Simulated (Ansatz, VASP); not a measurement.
## BP: VASP beside Ansatz

File INCAR:

```
  ALGO = Normal
  EDIFF = 1E-6
  EDIFFG = -0.005
  ENCUT = 600
  GGA = PE
  IBRION = 2
  ISIF = 3
  ISMEAR = 0
  IVDW = 12
  LASPH = T
  LCHARG = F
  LREAL = F
  LWAVE = F
  NELM = 60
  NSW = 100
  PREC = Accurate
  SIGMA = 0.02
```

Contents of KPOINTS:

```
k-points
0
Gamma
  10 10 10
```

The input POSCAR:

```
BP
1.0
    0.0000000000      2.2690000000      2.2690000000
    2.2690000000      0.0000000000      2.2690000000
    2.2690000000      2.2690000000      0.0000000000
B P
1 1
Direct
    0.0000000000      0.0000000000      0.0000000000
    0.7500000000      0.7500000000      0.7500000000
```

Input for Ansatz:

```yaml
crystal:
  lattice:
    - [0.0, 2.269, 2.269]
    - [2.269, 0.0, 2.269]
    - [2.269, 2.269, 0.0]
  atoms:
    - { symbol: B, position: [0.0, 0.0, 0.0] }
    - { symbol: P, position: [0.75, 0.75, 0.75] }
basis:
  ecutwfc: 420
kpoints:
  mp_grid: { grid: [10, 10, 10] }
hamiltonian:
  xc: pbe
  dispersion: d3bj
scf:
  occupations: { method: gaussian, width: 0.02 }
output:
  forces: true
  stress: true
  eigenvalues: true
relax:
  adjacent_minimum: "off"
  f_tol: 0.005
  max_steps: 80
  cell: { stress_tol: 0.05 }
```

Alike in both runs: task relaxation of cell and atoms; functional PBE; dispersion D3(BJ); k mesh 10 × 10 × 10; occupations gaussian, width 0.02 eV; no spin polarisation.

```csv
,VASP,Ansatz
version,VASP 6.6.1,Ansatz 0.2.0
potentials or method,"VASP PAW PBE potentials, release 64 (B, P), cutoff 600 eV","scalar-relativistic, plane waves, PAW"
valence electrons in the cell,8,8
```

|  | VASP | Ansatz | Ansatz less VASP |
| --- | --- | --- | --- |
| gap on the k mesh at the Fermi level, each at its own relaxed structure (eV) | 1.21 | 1.22 | +0.006 |
| relaxed volume (Å³/atom) | 11.43 | 11.45 | +0.015 |
| relaxed cell length with the largest relative difference (Å) | 3.186 | 3.187 | +0.0014 |
